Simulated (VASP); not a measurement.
Write the native input for VASP 6.6.1 that does the following.

```yaml
Task: single point
Functional: PBE
Potentials_or_basis: VASP PAW PBE potentials, release 64 (Mg)
Cutoff: 520 eV
k_mesh: 18 × 18 × 18
Occupations: gaussian, width 0.15 eV
Spin: no spin polarisation
Dipole_correction: no
Further_INCAR_settings: ALGO = Normal; EDIFF = 1e-06; NBANDS = 7
```

The structure of Mg lies in POSCAR:

```
Mg
1.0
   -1.7499000000      1.7499000000      1.6366500000
    1.7499000000     -1.7499000000      1.6366500000
    1.7499000000      1.7499000000     -1.6366500000
Mg
1
Direct
    0.0000000000      0.0000000000      0.0000000000
```

The input as run:

INCAR

```
SYSTEM = Mg
  PREC = Accurate
  ENCUT = 520
  EDIFF = 1E-6
  ISMEAR = 0
  SIGMA = 0.15
  LREAL = .FALSE.
  LASPH = .TRUE.
  NELM = 80
  ALGO = Normal
  ISIF = 2
  LWAVE = .FALSE.
  LCHARG = .FALSE.
  GGA = PE
  NBANDS = 7
```

KPOINTS

```
Automatic mesh
0
G
  18 18 18
  0 0 0
```

Potentials or basis: VASP PAW PBE potentials, release 64 (Mg).

Launch:

```bash
$ cat potpaw_PBE.64/Mg/POTCAR > POTCAR
$ mpirun -np 1 vasp_std > vasp.out
```

It gave:

```yaml
Pressure: 6.1 GPa
Band_gap_on_the_k_mesh: zero (bands 1 and 2 overlap by 4.90 eV)
```

Caveat: the cell stands under pressure.

It took 49 s on 1 thread of Intel Xeon 8259CL, on a shared host, peak memory 0.2 GiB.
